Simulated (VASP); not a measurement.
# LiSi2 (Cmcm) in VASP: relaxation of shape and atoms at fixed volume with PBE

Aim: the relaxation of shape and atoms at fixed volume of LiSi2 with PBE.

All numbers are computed with VASP 6.6.1; they aren't measurements. Logs are shortened: lines on timing, memory, paths and dates and some standing lists are left out, and cuts for length are marked.

**1. The cell of the first run**

It takes space group Cmcm (No. 63, orthorhombic). Conventional cell: a = 3.876 Å, b = 8.465 Å, c = 6.153 Å, α = 90.00°, β = 90.00°, γ = 90.00°. Within 3.7 Å of Li (site symmetry m2m) lie 12 Si at 2.79 to 3.68 Å and 2 Li at 3.16 Å. Si (site symmetry m) has 4 Si at 2.49 to 2.83 Å and 5 Li at 2.79 to 2.89 Å within 3.3 Å.

**2. Relaxation of shape and atoms at fixed volume, PBE (16.82 Å³/atom)**

File INCAR:

```
SYSTEM = LiSi2
  ALGO = Normal
  EDIFF = 1E-6
  EDIFFG = -0.01
  ENCUT = 600
  GGA = PE
  IBRION = 2
  ISIF = 4
  ISMEAR = 0
  LASPH = .True.
  LCHARG = .False.
  LREAL = .False.
  LWAVE = .False.
  NELM = 60
  NSW = 50
  PREC = Accurate
  SIGMA = 0.1
```

File KPOINTS:

```
k-points
0
Gamma
  12 12 6
  0 0 0
```

File POSCAR:

```
LiSi2
1.0
    1.9379175136     -4.2323418353      0.0000000000
    1.9379175136      4.2323418353      0.0000000000
    0.0000000000      0.0000000000      6.1528155206
Li Si
2 4
Direct
    0.9586033327      0.0413966673      0.2500000000
    0.0413966673      0.9586033327      0.7500000000
    0.6637374734      0.3362625266      0.0470451142
    0.3362625266      0.6637374734      0.5470451142
    0.6637374734      0.3362625266      0.4529548858
    0.3362625266      0.6637374734      0.9529548858
```

Potentials or basis: VASP PAW PBE potentials, release 64 (Li_sv, Si).

Started as:

```console
cat potpaw_PBE.64/Li_sv/POTCAR potpaw_PBE.64/Si/POTCAR > POTCAR
mpirun -np 1 vasp_std > vasp.out
```

OUTCAR:

```text
SYSTEM = LiSi2
   EDIFF = 1E-6
   EDIFFG = -0.01
   ENCUT = 600
   GGA = PE
   IBRION = 2
   ISIF = 4
   ISMEAR = 0
   LASPH = .True.
   LREAL = .False.
   NELM = 60
   NSW = 50
   PREC = Accurate

 ion  position               nearest neighbor table
   1  0.959  0.041  0.250-   3 2.79   5 2.79   4 2.86   6 2.86   4 2.86   6 2.86
   2  0.041  0.959  0.750-   4 2.79   6 2.79   3 2.86   5 2.86   3 2.86   5 2.86
   3  0.664  0.336  0.047-   6 2.49   6 2.49   5 2.50   1 2.79   6 2.83   2 2.86   2 2.86
   4  0.336  0.664  0.547-   5 2.49   5 2.49   6 2.50   2 2.79   5 2.83   1 2.86   1 2.86
   5  0.664  0.336  0.453-   4 2.49   4 2.49   3 2.50   1 2.79   4 2.83   2 2.86   2 2.86
   6  0.336  0.664  0.953-   3 2.49   3 2.49   4 2.50   2 2.79   3 2.83   1 2.86   1 2.86

  LATTYP: Found a base centered orthorhombic cell.
 ALAT       =     3.8758350272
 B/A-ratio  =     2.1839638713
 C/A-ratio  =     1.5874812724

  Lattice vectors:

 A1 = (   1.9379175136,  -4.2323418353,   0.0000000000)
 A2 = (   1.9379175136,   4.2323418353,   0.0000000000)
 A3 = (   0.0000000000,   0.0000000000,   6.1528155206)

Analysis of symmetry for initial positions (statically):
=====================================================================
 Subroutine PRICEL returns:
 Original cell was already a primitive cell.

 Routine SETGRP: Setting up the symmetry group for a
 base centered orthorhombic supercell.

 Subroutine GETGRP returns: Found  8 space group operations
 (whereof  4 operations were pure point group operations)
 out of a pool of  8 trial point group operations.

The static configuration has the point symmetry C_2h.
 The point group associated with its full space group is D_2h.

Analysis of symmetry for dynamics (positions and initial velocities):
=====================================================================
 Subroutine PRICEL returns:
 Original cell was already a primitive cell.

 Routine SETGRP: Setting up the symmetry group for a
 base centered orthorhombic supercell.

 Subroutine GETGRP returns: Found  8 space group operations
 (whereof  4 operations were pure point group operations)
 out of a pool of  8 trial point group operations.

The dynamic configuration has the point symmetry C_2h.
 The point group associated with its full space group is D_2h.

 Subroutine INISYM returns: Found  8 space group operations
 (whereof  4 operations are pure point group operations),
 and found     1 'primitive' translations

----------------------------------------------------------------------------------------

                                     Primitive cell

  volume of cell :     100.9299

  direct lattice vectors                    reciprocal lattice vectors
     1.937917514 -4.232341835  0.000000000     0.258008918 -0.118137906  0.000000000
     1.937917514  4.232341835  0.000000000     0.258008918  0.118137906  0.000000000
     0.000000000  0.000000000  6.152815521     0.000000000  0.000000000  0.162527220

  length of vectors
     4.654915864  4.654915864  6.152815521     0.283769565  0.283769565  0.162527220

  position of ions in fractional coordinates (direct lattice)
     0.958603333  0.041396667  0.250000000
     0.041396667  0.958603333  0.750000000
     0.663737473  0.336262527  0.047045114
     0.336262527  0.663737473  0.547045114
     0.663737473  0.336262527  0.452954886
     0.336262527  0.663737473  0.952954886

  ion indices of the primitive-cell ions
   primitive index   ion index
                 1           1
                 2           2
                 3           3
                 4           4
                 5           5
                 6           6

----------------------------------------------------------------------------------------

 KPOINTS: k-points

Automatic generation of k-mesh.
 Grid dimensions read from file:
 generate k-points for:   12   12    6

 Generating k-lattice:

  Cartesian coordinates                     Fractional coordinates (reciprocal lattice)
     0.021500743 -0.009844825  0.000000000     0.083333333  0.000000000  0.000000000
     0.021500743  0.009844825  0.000000000     0.000000000  0.083333333  0.000000000
     0.000000000  0.000000000  0.027087870     0.000000000  0.000000000  0.166666667

  Length of vectors
     0.023647464  0.023647464  0.027087870
[... 37 lines left out ...]
   number of dos      NEDOS =    301   number of ions     NIONS =      6
   total plane-waves  NPLWV =  80000
   dimension x,y,z NGX =    40 NGY =   40 NGZ =   50
   dimension x,y,z NGXF=    80 NGYF=   80 NGZF=  100
   ions per type =               2   4
   NGX,Y,Z   is equivalent  to a cutoff of  14.29, 14.29, 13.51 a.u.
   NGXF,Y,Z  is equivalent  to a cutoff of  28.57, 28.57, 27.02 a.u.
 SYSTEM =  LiSi2
   PREC   = accura    normal or accurate (medium, high low for compatibility)
   ISTART =      0    job   : 0-new  1-cont  2-samecut
   ICHARG =      2    charge: 1-file 2-atom 10-const
   ISPIN  =      1    spin polarized calculation?
   LNONCOLLINEAR =      F non collinear calculations
   LSORBIT =      F    spin-orbit coupling
   LASPH  =      T    aspherical Exc in radial PAW
   ENCUT  =  600.0 eV  44.10 Ry    6.64 a.u.   9.30  9.30 12.29*2*pi/ulx,y,z
   NELM   =     60;   NELMIN=  2; NELMDL= -5     # of ELM steps
   EDIFF  = 0.1E-05   stopping-criterion for ELM
   LREAL  =      F    real-space projection
   EDIFFG = -.1E-01   stopping-criterion for IOM
   NSW    =     50    number of steps for IOM
   IBRION =      2    ionic relax: 0-MD 1-quasi-New 2-CG
   NFREE  =      1    steps in history (QN), initial steepest desc. (CG)
   ISIF   =      4    stress and relaxation
   ISYM   =      2    0-nonsym 1-usesym 2-fastsym
   POTIM  = 0.5000    time-step for ionic-motion
   TEBEG  =    0.0;   TEEND  =   0.0 temperature during run
   PSTRESS=    0.0 pullay stress
   NELECT =      22.0000    total number of electrons
   NUPDOWN=      -1.0000    fix difference up-down
   EMIN   =  10.00;   EMAX   =-10.00  energy-range for DOS
   EFERMI =   0.00;   METHOD = LEGACY
   ISMEAR =     0;   SIGMA  =   0.10  broadening in eV -4-tet -1-fermi 0-gaus
   EFERMI_NEDOS =   21; number of points for ismear=-14 and -15
   IALGO  =     38    algorithm
   IMIX   =      4    mixing-type and parameters
     AMIX     =   0.40;   BMIX     =  1.00
     AMIX_MAG =   1.60;   BMIX_MAG =  1.00
  volume/ion in A,a.u.               =      16.82       113.52
  Fermi-wavevector in a.u.,A,eV,Ry     =   0.985241  1.861835 13.207170  0.970700
  Thomas-Fermi vector in A             =   2.116533
   LORBIT       =      0    0 simple, 1 ext, 2 COOP (PROOUT), +10 PAW based schemes
   GGA     = PE    functional components
   LHFCALC =     F    Hartree Fock is set to
   AEXX    =    0.0000 exact exchange contribution
   IVDW    =     0    specifies the selected vdW correction
   LEPSILON=     F    determine dielectric tensor
   LRPA    =     F    only Hartree local field effects (RPA)
 conjugate gradient relaxation of ions
 non-spin polarized calculation
 Gauss-broadening in eV      SIGMA  =   0.10
  energy-cutoff  :      600.00
  volume of cell :      100.93
 maximum number of plane-waves:      3392
 NGX is ok and might be reduce to    40
   NGX = 19   NGY = 19   NGZ = 25

--------------------------------------- Ionic step        1  -------------------------------------------

 number of electron      21.9999999 magnetization

 Free energy of the ion-electron system (eV)
  ---------------------------------------------------
  ext. energy  EPLUGINS =         0.00000000
  ---------------------------------------------------
  free energy    TOTEN  =       -25.69520958 eV

  energy without entropy =      -25.68805498  energy(sigma->0) =      -25.69163228

------------------------ aborting loop because EDIFF is reached ----------------------------------------

  FORCE on cell =-STRESS in cart. coord.  units (eV):
  Direction    XX          YY          ZZ          XY          YZ          ZX
  --------------------------------------------------------------------------------------
  -------------------------------------------------------------------------------------
  Total       -3.0579869     -2.8110251     -2.7900942      0.0000000      0.0000000      0.0000000
  in kB      -48.5429634    -44.6226535    -44.2903932      0.0000000      0.0000000      0.0000000
  external PRESSURE =     -45.8186700 kB  Pullay stress =       0.0000000 kB
[... 101 lines left out ...]
  FREE ENERGIE OF THE ION-ELECTRON SYSTEM (eV)
  ---------------------------------------------------
  free  energy   TOTEN  =       -25.7064136192 eV

  energy  without entropy=      -25.6989923564  energy(sigma->0) =      -25.70270299

[... ionic steps 4 to 7 ...]

--------------------------------------- Ionic step        8  -------------------------------------------

 number of electron      21.9999997 magnetization

------------------------ aborting loop because EDIFF is reached ----------------------------------------
[... 75 lines left out ...]
--------------------------------------- Ionic step       10  -------------------------------------------

 number of electron      21.9999996 magnetization

 Free energy of the ion-electron system (eV)
  ---------------------------------------------------
  ext. energy  EPLUGINS =         0.00000000
  ---------------------------------------------------
  free energy    TOTEN  =       -25.71415621 eV

  energy without entropy =      -25.70726778  energy(sigma->0) =      -25.71071200

 E-fermi :   5.8241     XC(G=0):  -9.4834

 val. band max:        5.8199399254   @ k =  -0.0833   0.0833   0.1667
 cond. band min:       5.8320326912   @ k =  -0.2500   0.1667   0.1667
 fundamental gap:      0.0120927658
 Fermi energy:         5.8241311941

 k-point     1 :       0.0000    0.0000    0.0000
  band No.  band energies     occupation
      1     -40.8104      2.00000
      2     -40.8059      2.00000
      3      -5.8129      2.00000
      4      -3.3235      2.00000
      5      -1.1672      2.00000
      6       2.6037      2.00000
      7       2.6384      2.00000
      8       3.8020      2.00000
      9       4.7292      2.00000
     10       4.7827      2.00000
     11       5.1813      2.00000
     12       5.5845      1.99930
     13       6.1937      0.00000
     14       6.9881      0.00000
[... 401 lines left out ...]
      2     -40.8056      2.00000
      3      -4.8920      2.00000
      4      -2.2925      2.00000
      5      -1.9258      2.00000
      6       1.1598      2.00000
      7       1.2120      2.00000
      8       1.4643      2.00000
      9       3.0714      2.00000
     10       3.2443      2.00000
     11       5.7555      1.66838
     12       6.6324      0.00000
     13       7.6918      0.00000
     14       9.3963      0.00000
     15       9.7217      0.00000

 [... further k-points ...]

------------------------ aborting loop because EDIFF is reached ----------------------------------------

  FORCE on cell =-STRESS in cart. coord.  units (eV):
  Direction    XX          YY          ZZ          XY          YZ          ZX
  --------------------------------------------------------------------------------------
  -------------------------------------------------------------------------------------
  Total       -1.8177662     -1.8378909     -1.8768358      0.0000000     -0.0000000      0.0000000
  in kB      -28.8555061    -29.1749682    -29.7931857      0.0000000     -0.0000000      0.0000000
  external PRESSURE =     -29.2745533 kB  Pullay stress =       0.0000000 kB
[... 21 lines left out ...]
  FREE ENERGIE OF THE ION-ELECTRON SYSTEM (eV)
  ---------------------------------------------------
  free  energy   TOTEN  =       -25.7141562138 eV

  energy  without entropy=      -25.7072677809  energy(sigma->0) =      -25.71071200

 reached required accuracy - stopping structural energy minimisation
```

Run time: 27 min. Hardware: 1 thread of AMD EPYC 7R13, shared host; peak memory 0.47 GiB.

What came out:

* Free energy: -25.7142 eV
* Energy gained by relaxing: 3.2 meV/atom
* Ionic steps: 10
* Pressure after relaxing: -2.9 GPa
* Largest force after relaxing: 0.007 eV/Å
* Band gap on the k mesh: zero (bands 11 and 12 overlap by 3.35 eV)

Forces on the atoms (eV/Å):
```
Li   0.000 -0.007  0.000
Li   0.000  0.007  0.000
Si   0.000  0.005  0.004
Si   0.000 -0.005  0.004
Si   0.000  0.005 -0.004
Si   0.000 -0.005 -0.004
```

The path:
```csv
step,energy change (eV),largest force (eV/Å),pressure (GPa),volume (Å³)
1,0.0000,0.1413,-4.58,100.93
2,-0.0039,0.1136,-4.42,100.93
3,-0.0112,0.0338,-3.89,100.93
4,-0.0048,0.1524,-2.66,100.93
5,-0.0123,0.0279,-3.58,100.93
6,-0.0157,0.0315,-3.38,100.93
7,-0.0182,0.0397,-3.07,100.93
8,-0.0184,0.0428,-2.95,100.93
9,-0.0188,0.0160,-2.94,100.93
10,-0.0189,0.0066,-2.93,100.93
```

Final structure:
```yaml
crystal:
  lattice:
    - [1.90457, -4.31140, 0.00000]
    - [1.90457, 4.31140, 0.00000]
    - [0.00000, 0.00000, 6.14576]
  atoms:
    - { symbol: Li, position: [0.95835, 0.04165, 0.25000] }
    - { symbol: Li, position: [0.04165, 0.95835, 0.75000] }
    - { symbol: Si, position: [0.67008, 0.32992, 0.04953] }
    - { symbol: Si, position: [0.32992, 0.67008, 0.54953] }
    - { symbol: Si, position: [0.67008, 0.32992, 0.45047] }
    - { symbol: Si, position: [0.32992, 0.67008, 0.95047] }
```

Caveat: the cutoff is under 1.25 times the usual one of these potentials, so pressure, stress and relaxed cells hold a basis-set (Pulay) error.
